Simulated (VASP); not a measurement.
LaPb3: single point with PBEsol

System: LaPb3, a slab with vacuum.

```
La Pb
1.0
     6.90362    0.00000    0.00000
    -3.45181    5.97871    0.00000
     0.00000    0.00000   22.63679
La Pb
3 9
Direct
  0.66667 0.33333 0.37550
  0.33333 0.66667 0.50028
  0.00000 0.00000 0.61388
  0.16667 0.83333 0.37550
  0.66667 0.83333 0.37550
  0.16667 0.33333 0.37550
  0.83091 0.16909 0.49839
  0.33818 0.16909 0.49839
  0.83091 0.66182 0.49839
  0.49969 0.50031 0.62705
  0.00062 0.50031 0.62705
  0.49969 0.99938 0.62705
```

```json
{
 "Program": "VASP 6.6.1",
 "Task": "single point",
 "Functional": "PBEsol",
 "Potentials or basis": "VASP PAW PBE potentials, release 64 (La, Pb_d)",
 "Cutoff": "400 eV",
 "k mesh": "6 × 6 × 1",
 "Occupations": "gaussian, width 0.1 eV",
 "Spin": "no spin polarisation",
 "Dipole correction": "yes",
 "Further INCAR settings": "ALGO = Normal; EDIFF = 1e-06; NBANDS = 92; NELMDL = -8"
}
```

```json
{
  "Largest force": "0.777 eV/Å",
  "Band gap on the k mesh": "zero (an odd number of electrons rules out a gap without spin polarisation)"
}
```

Forces on the atoms (eV/Å):
```
La   0.000  0.000  0.777
La   0.000  0.000 -0.016
La   0.000  0.000  0.009
Pb  -0.011  0.006 -0.241
Pb   0.011  0.006 -0.241
Pb   0.000 -0.013 -0.241
Pb  -0.002  0.001 -0.028
Pb   0.002  0.001 -0.028
Pb   0.000 -0.003 -0.028
Pb  -0.022  0.013  0.013
Pb   0.022  0.013  0.013
Pb   0.000 -0.025  0.013
```

Levels at points of the mesh, in eV from the Fermi level:
```tsv
k point	band 75	band 76	band 77	band 78	band 79	band 80	band 81	band 82	band 83	band 84
(0.00, 0.00, 0.00)	-1.33	-1.33	-1.10	-0.19	-0.19	0.10	0.10	1.00	1.02	1.31
(0.50, 0.00, 0.00)	-0.86	-0.84	-0.63	-0.48	-0.12	0.17	0.27	0.32	0.43	0.61
```

Run time: 18 min on 1 thread of Intel(R) Xeon(R) Platinum 8375C CPU @ 2.90GHz (Ice Lake), on a shared host, peak memory 0.85 GiB.

Caveat: the PAW data sets were made with another functional, which shifts forces and pressure a little; spin-orbit coupling is left out, which moves the levels of the heavy elements.
